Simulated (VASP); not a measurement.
# SnTe (R-3m) in VASP: a series of runs

SnTe is run at these levels: PBE, r2SCAN; tasks: single point.

All numbers are computed with VASP 6.6.1; they aren't measurements. Logs are shortened: lines on timing, memory, paths and dates and some standing lists are left out, and cuts for length are marked.

## Step 1: The cell of the first run

It takes space group R-3m (No. 166, trigonal). The conventional cell has a = 4.601 Å, b = 4.601 Å, c = 10.797 Å, α = 90.00°, β = 90.00°, γ = 120.00°. Sn (site symmetry -3m) has 6 Te at 3.21 Å within 4.2 Å. Te (site symmetry -3m) has 6 Sn at 3.21 Å within 4.2 Å.

## Step 2: Single point, PBE (epitaxial 111 strain +2.0%)

Input file INCAR:

```
PREC = Accurate
ENCUT = 520
EDIFF = 1E-7
ISMEAR = -1
SIGMA = 0.02
LREAL = False
LASPH = True
NELM = 60
ALGO = Normal
ISIF = 2
LWAVE = False
LCHARG = True
GGA = PE
LELF = True
LVHAR = True
NBANDS = 17
```

Input file KPOINTS:

```
Automatic mesh
0
Gamma
  8 8 8
```

Input file POSCAR:

```
SnTe
1.0
   -0.0908697655      3.1622471869      3.1622471869
    3.1622471869     -0.0908697655      3.1622471869
    3.1622471869      3.1622471869     -0.0908697655
Sn Te
1 1
Direct
    0.0000000000      0.0000000000      0.0000000000
    0.5000000000      0.5000000000      0.5000000000
```

Potentials or basis: VASP PAW PBE potentials, release 64 (Sn_d, Te).

On the command line:

```
$ cat potpaw_PBE.64/Sn_d/POTCAR potpaw_PBE.64/Te/POTCAR > POTCAR
$ mpirun -np 1 vasp_std > vasp.out
```

OUTCAR:

```text
PREC = Accurate
   ENCUT = 520
   EDIFF = 1E-7
   ISMEAR = -1
   LREAL = False
   LASPH = True
   NELM = 60
   ISIF = 2
   GGA = PE

 ion  position               nearest neighbor table
   1  0.000  0.000  0.000-   2 3.21   2 3.21   2 3.21   2 3.21   2 3.21   2 3.21
   2  0.500  0.500  0.500-   1 3.21   1 3.21   1 3.21   1 3.21   1 3.21   1 3.21

  LATTYP: Found a trigonal (rhomboedric) cell.
 ALAT       =     4.4730159687
 COS(alpha) =     0.4710696879

  Lattice vectors:

 A1 = (  -0.0908697655,   3.1622471869,   3.1622471869)
 A2 = (   3.1622471869,  -0.0908697655,   3.1622471869)
 A3 = (   3.1622471869,   3.1622471869,  -0.0908697655)

Analysis of symmetry for initial positions (statically):
=====================================================================
 Subroutine PRICEL returns:
 Original cell was already a primitive cell.

 Routine SETGRP: Setting up the symmetry group for a
 trigonal (rhombohedral) supercell.

 Subroutine GETGRP returns: Found 12 space group operations
 (whereof 12 operations were pure point group operations)
 out of a pool of 12 trial point group operations.

The static configuration has the point symmetry D_3d.

Analysis of symmetry for dynamics (positions and initial velocities):
=====================================================================
 Subroutine PRICEL returns:
 Original cell was already a primitive cell.

 Routine SETGRP: Setting up the symmetry group for a
 trigonal (rhombohedral) supercell.

 Subroutine GETGRP returns: Found 12 space group operations
 (whereof 12 operations were pure point group operations)
 out of a pool of 12 trial point group operations.

The dynamic configuration has the point symmetry D_3d.

 Subroutine INISYM returns: Found 12 space group operations
 (whereof 12 operations are pure point group operations),
 and found     1 'primitive' translations

----------------------------------------------------------------------------------------

                                     Primitive cell

  volume of cell :      65.9690

  direct lattice vectors                    reciprocal lattice vectors
    -0.090869766  3.162247187  3.162247187    -0.151458226  0.155939269  0.155939269
     3.162247187 -0.090869766  3.162247187     0.155939269 -0.151458226  0.155939269
     3.162247187  3.162247187 -0.090869766     0.155939269  0.155939269 -0.151458226

  length of vectors
     4.473015969  4.473015969  4.473015969     0.267532624  0.267532624  0.267532624

  position of ions in fractional coordinates (direct lattice)
     0.000000000  0.000000000  0.000000000
     0.500000000  0.500000000  0.500000000

  ion indices of the primitive-cell ions
   primitive index   ion index
                 1           1
                 2           2

----------------------------------------------------------------------------------------

 KPOINTS: Automatic mesh

Automatic generation of k-mesh.
 Grid dimensions read from file:
 generate k-points for:    8    8    8

 Generating k-lattice:

  Cartesian coordinates                     Fractional coordinates (reciprocal lattice)
    -0.018932278  0.019492409  0.019492409     0.125000000 -0.000000000 -0.000000000
     0.019492409 -0.018932278  0.019492409    -0.000000000  0.125000000 -0.000000000
     0.019492409  0.019492409 -0.018932278    -0.000000000 -0.000000000  0.125000000

  Length of vectors
     0.033441578  0.033441578  0.033441578

  Shift w.r.t. Gamma in fractional coordinates (k-lattice)
     0.000000000  0.000000000  0.000000000

 Subroutine IBZKPT returns following result:
 ===========================================

 Found     65 irreducible k-points:

 Following reciprocal coordinates:
            Coordinates               Weight
  0.000000  0.000000  0.000000      1.000000
  0.125000  0.000000  0.000000      6.000000
  0.250000  0.000000  0.000000      6.000000
  0.375000  0.000000  0.000000      6.000000
  0.500000  0.000000  0.000000      3.000000
  0.125000  0.125000  0.000000      6.000000
[... 16 lines left out ...]
  0.250000  0.125000  0.125000      6.000000
  0.375000  0.125000  0.125000      6.000000
 [... further k-points ...]
   k-points           NKPTS =     65   k-points in BZ     NKDIM =     65   number of bands    NBANDS=     17
   number of dos      NEDOS =    301   number of ions     NIONS =      2
   total plane-waves  NPLWV =  46656
   dimension x,y,z NGX =    36 NGY =   36 NGZ =   36
   dimension x,y,z NGXF=    72 NGYF=   72 NGZF=   72
   ions per type =               1   1
   NGX,Y,Z   is equivalent  to a cutoff of  13.38, 13.38, 13.38 a.u.
   NGXF,Y,Z  is equivalent  to a cutoff of  26.76, 26.76, 26.76 a.u.
 SYSTEM =  unknown system
   PREC   = accura    normal or accurate (medium, high low for compatibility)
   ISTART =      0    job   : 0-new  1-cont  2-samecut
   ICHARG =      2    charge: 1-file 2-atom 10-const
   ISPIN  =      1    spin polarized calculation?
   LNONCOLLINEAR =      F non collinear calculations
   LSORBIT =      F    spin-orbit coupling
   LASPH  =      T    aspherical Exc in radial PAW
   ENCUT  =  520.0 eV  38.22 Ry    6.18 a.u.   8.32  8.32  8.32*2*pi/ulx,y,z
   NELM   =     60;   NELMIN=  2; NELMDL= -5     # of ELM steps
   EDIFF  = 0.1E-06   stopping-criterion for ELM
   LREAL  =      F    real-space projection
   EDIFFG = 0.1E-05   stopping-criterion for IOM
   NSW    =      0    number of steps for IOM
   IBRION =     -1    ionic relax: 0-MD 1-quasi-New 2-CG
   NFREE  =      0    steps in history (QN), initial steepest desc. (CG)
   ISIF   =      2    stress and relaxation
   ISYM   =      2    0-nonsym 1-usesym 2-fastsym
   POTIM  = 0.5000    time-step for ionic-motion
   TEBEG  =    0.0;   TEEND  =   0.0 temperature during run
   PSTRESS=    0.0 pullay stress
   NELECT =      20.0000    total number of electrons
   NUPDOWN=      -1.0000    fix difference up-down
   EMIN   =  10.00;   EMAX   =-10.00  energy-range for DOS
   EFERMI =   0.00;   METHOD = LEGACY
   ISMEAR =    -1;   SIGMA  =   0.02  broadening in eV -4-tet -1-fermi 0-gaus
   EFERMI_NEDOS =   21; number of points for ismear=-14 and -15
   IALGO  =     38    algorithm
   IMIX   =      4    mixing-type and parameters
     AMIX     =   0.40;   BMIX     =  1.00
     AMIX_MAG =   1.60;   BMIX_MAG =  1.00
  volume/ion in A,a.u.               =      32.98       222.59
  Fermi-wavevector in a.u.,A,eV,Ry     =   1.099777  2.078278 16.456390  1.209511
  Thomas-Fermi vector in A             =   2.236178
   LORBIT       =      0    0 simple, 1 ext, 2 COOP (PROOUT), +10 PAW based schemes
   GGA     = PE    functional components
   LHFCALC =     F    Hartree Fock is set to
   AEXX    =    0.0000 exact exchange contribution
   IVDW    =     0    specifies the selected vdW correction
   LEPSILON=     F    determine dielectric tensor
   LRPA    =     F    only Hartree local field effects (RPA)
 non-spin polarized calculation
  energy-cutoff  :      520.00
  volume of cell :       65.97
 maximum number of plane-waves:      1802
 NGX is ok and might be reduce to    36
   NGX = 17   NGY = 17   NGZ = 17

 number of electron      20.0000000 magnetization

 Free energy of the ion-electron system (eV)
  ---------------------------------------------------
  ext. energy  EPLUGINS =         0.00000000
  ---------------------------------------------------
  free energy    TOTEN  =        -7.55690391 eV

  energy without entropy =       -7.55660575  energy(sigma->0) =       -7.55675483

 E-fermi :   6.3603     XC(G=0):  -9.2596

 val. band max:        6.1466849647   @ k =   0.5000   0.5000   0.5000
 cond. band min:       6.3727772570   @ k =   0.5000   0.0000   0.0000
 fundamental gap:      0.2260922923
 Fermi energy:         6.3603350320

 k-point     1 :       0.0000    0.0000    0.0000
  band No.  band energies     occupation
      1     -15.5858      2.00000
      2     -15.5858      2.00000
      3     -15.5829      2.00000
      4     -15.5811      2.00000
      5     -15.5811      2.00000
      6      -6.1091      2.00000
[... 9 lines left out ...]
     16      11.5290      0.00000
     17      13.1428      0.00000

 k-point     2 :       0.1250    0.0000    0.0000
  band No.  band energies     occupation
      1     -15.5865      2.00000
      2     -15.5859      2.00000
      3     -15.5824      2.00000
      4     -15.5810      2.00000
      5     -15.5804      2.00000
      6      -5.9902      2.00000
[... 9 lines left out ...]
     16      11.7731      0.00000
     17      13.9829      0.00000

 k-point     3 :       0.2500    0.0000    0.0000
  band No.  band energies     occupation
      1     -15.5882      2.00000
      2     -15.5867      2.00000
      3     -15.5811      2.00000
      4     -15.5800      2.00000
      5     -15.5786      2.00000
      6      -5.6579      2.00000
[... 9 lines left out ...]
     16      12.6407      0.00000
     17      15.7857      0.00000

 k-point     4 :       0.3750    0.0000    0.0000
  band No.  band energies     occupation
      1     -15.5898      2.00000
      2     -15.5879      2.00000
      3     -15.5806      2.00000
      4     -15.5779      2.00000
      5     -15.5768      2.00000
      6      -5.2200      2.00000
[... 9 lines left out ...]
     16      14.0093      0.00000
     17      16.1272      0.00000
[... 343 lines left out ...]
      1     -15.5857      2.00000
      2     -15.5857      2.00000
      3     -15.5828      2.00000
      4     -15.5808      2.00000
      5     -15.5808      2.00000
      6      -5.9813      2.00000
[... 9 lines left out ...]
     16      11.3246      0.00000
     17      14.1198      0.00000

 k-point    23 :       0.2500    0.1250    0.1250
  band No.  band energies     occupation
      1     -15.5873      2.00000
      2     -15.5854      2.00000
      3     -15.5823      2.00000
      4     -15.5801      2.00000
      5     -15.5796      2.00000
      6      -5.7859      2.00000
[... 9 lines left out ...]
     16      12.7780      0.00000
     17      13.7636      0.00000

 k-point    24 :       0.3750    0.1250    0.1250
  band No.  band energies     occupation
      1     -15.5889      2.00000
      2     -15.5867      2.00000
      3     -15.5814      2.00000
      4     -15.5784      2.00000
      5     -15.5779      2.00000
      6      -5.4103      2.00000
[... 9 lines left out ...]
     16      14.5309      0.00000
     17      14.7915      0.00000

 [... further k-points ...]
[... 5 lines left out ...]
  --------------------------------------------------------------------------------------
  -------------------------------------------------------------------------------------
  Total       -0.0490051     -0.0490051     -0.0490051      0.1677059      0.1677059      0.1677059
  in kB       -1.1901785     -1.1901785     -1.1901785      4.0730425      4.0730425      4.0730425
  external PRESSURE =      -1.1901785 kB  Pullay stress =       0.0000000 kB

 VOLUME and BASIS-vectors are now :
 -----------------------------------------------------------------------------
  energy-cutoff  :      520.00
  volume of cell :       65.97
      direct lattice vectors                 reciprocal lattice vectors
    -0.090869766  3.162247187  3.162247187    -0.151458226  0.155939269  0.155939269
     3.162247187 -0.090869766  3.162247187     0.155939269 -0.151458226  0.155939269
     3.162247187  3.162247187 -0.090869766     0.155939269  0.155939269 -0.151458226

 POSITION                                       TOTAL-FORCE (eV/Angst)
 -----------------------------------------------------------------------------------
      0.00000      0.00000      0.00000         0.000000     -0.000000     -0.000000
      3.11681      3.11681      3.11681        -0.000000      0.000000      0.000000
 -----------------------------------------------------------------------------------
    total drift:                               -0.000000      0.000000      0.000000

  FREE ENERGIE OF THE ION-ELECTRON SYSTEM (eV)
  ---------------------------------------------------
  free  energy   TOTEN  =        -7.5569039115 eV

  energy  without entropy=       -7.5566057496  energy(sigma->0) =       -7.55675483
```

It took 32 s on 1 thread of Intel Xeon 6975P-C (Granite Rapids), shared host; peak memory 0.24 GiB.

Results:

```yaml
Free_energy: -7.5569 eV
Pressure: -0.1 GPa
Band_gap_on_the_k_mesh: zero (bands 10 and 11 overlap by 0.23 eV)
```

Levels at points of the mesh, in eV from the Fermi level:
```
           k point  band 6  band 7  band 8  band 9  band 10  band 11  band 12  band 13  band 14  band 15
(0.00, 0.00, 0.00)  -12.47   -4.95   -2.17   -2.17    -1.81     3.10     3.24     3.24     4.63     4.63
(0.50, 0.00, 0.00)  -11.34   -8.15   -1.74   -1.62     0.01     0.02     0.38     0.59     7.50     8.20
(0.50, 0.50, 0.00)  -11.06   -6.49   -5.26   -3.68    -3.39     2.34     4.54     4.66     5.92     8.77
(0.50, 0.50, 0.50)  -11.25   -7.99   -1.86   -1.86    -0.29    -0.21     0.21     0.21     7.76     8.70
```

Caveat: the cell differs from its parent crystal (epitaxial 111 strain +2.0%); semilocal functionals underestimate gaps, and a narrow one can read as zero; spin-orbit coupling is left out, which moves the levels of the heavy elements.

## Step 3: Single point, r2SCAN (epitaxial 111 strain +2.0%)

POSCAR is that of step 2.

Input file INCAR.step1:

```
SYSTEM = SnTe
PREC     = Accurate       ! precision mode
ENCUT    = 520            ! plane-wave cutoff, eV
ISMEAR   = -1             ! smearing method
SIGMA    = 0.02           ! smearing width, eV
LREAL    = .False.        ! projectors in reciprocal space
LASPH    = .True.         ! aspherical terms in the spheres
NELM     = 100            ! most SCF steps
NBANDS   = 17             ! bands
GGA      = PE             ! functional
ALGO     = Normal         ! electronic algorithm
EDIFF    = 1E-4           ! SCF threshold, eV
LWAVE    = .True.         ! write WAVECAR
LCHARG   = .False.        ! write CHGCAR
```

Input file INCAR.step2:

```
SYSTEM = SnTe
PREC     = Accurate       ! precision mode
ENCUT    = 520            ! plane-wave cutoff, eV
EDIFF    = 1E-6           ! SCF threshold, eV
ISMEAR   = -1             ! smearing method
SIGMA    = 0.02           ! smearing width, eV
LREAL    = .False.        ! projectors in reciprocal space
LASPH    = .True.         ! aspherical terms in the spheres
NELM     = 100            ! most SCF steps
ALGO     = Normal         ! electronic algorithm
ISIF     = 2              ! what is computed and relaxed
LWAVE    = .False.        ! write WAVECAR
LCHARG   = .True.         ! write CHGCAR
METAGGA  = R2SCAN         ! meta-GGA
LMIXTAU  = .True.       
LELF     = .True.         ! ELF
LVHAR    = .True.       
NBANDS   = 17             ! bands
ISTART   = 1
```

Input file KPOINTS:

```
regular mesh
0
Gamma
  8 8 8
  0 0 0
```

Potentials or basis: VASP PAW PBE potentials, release 64 (Sn_d, Te).

On the command line:

```
$ cat potpaw_PBE.64/Sn_d/POTCAR potpaw_PBE.64/Te/POTCAR > POTCAR
$ cp INCAR.step1 INCAR
$ mpirun -np 1 vasp_std > vasp.out
$ cp INCAR.step2 INCAR
$ mpirun -np 1 vasp_std > vasp.out
```

It took 90 s on 1 thread of Intel Xeon 6975P-C (Granite Rapids), shared host; peak memory 0.26 GiB.

Results (log left out):

```
Free energy            : -50.6752 eV
Pressure               : -0.8 GPa
Band gap on the k mesh : zero (bands 10 and 11 overlap by 0.12 eV)
```

Stress tensor (GPa, compression positive):
```
-0.84  0.46  0.46
 0.46 -0.84  0.46
 0.46  0.46 -0.84
```

Levels at points of the mesh, in eV from the Fermi level:
| k point | band 7 | band 8 | band 9 | band 10 | band 11 | band 12 | band 13 | band 14 |
| --- | --- | --- | --- | --- | --- | --- | --- | --- |
| (0.00, 0.00, 0.00) | -5.02 | -2.50 | -2.50 | -2.13 | 3.17 | 3.34 | 3.34 | 4.86 |
| (0.50, 0.00, 0.00) | -8.60 | -2.04 | -1.91 | -0.01 | 0.10 | 0.31 | 0.54 | 7.92 |
| (0.50, 0.50, 0.00) | -6.78 | -5.64 | -4.04 | -3.75 | 2.49 | 4.71 | 4.85 | 6.23 |
| (0.50, 0.50, 0.50) | -8.43 | -2.16 | -2.16 | -0.34 | -0.13 | 0.13 | 0.13 | 8.19 |

Caveat: the cell differs from its parent crystal (epitaxial 111 strain +2.0%); semilocal functionals underestimate gaps, and a narrow one can read as zero; the PAW data sets were made with another functional, which shifts forces and pressure a little; spin-orbit coupling is left out, which moves the levels of the heavy elements.

The gap in the log of VASP goes by the Fermi energy; the results here count the filled bands.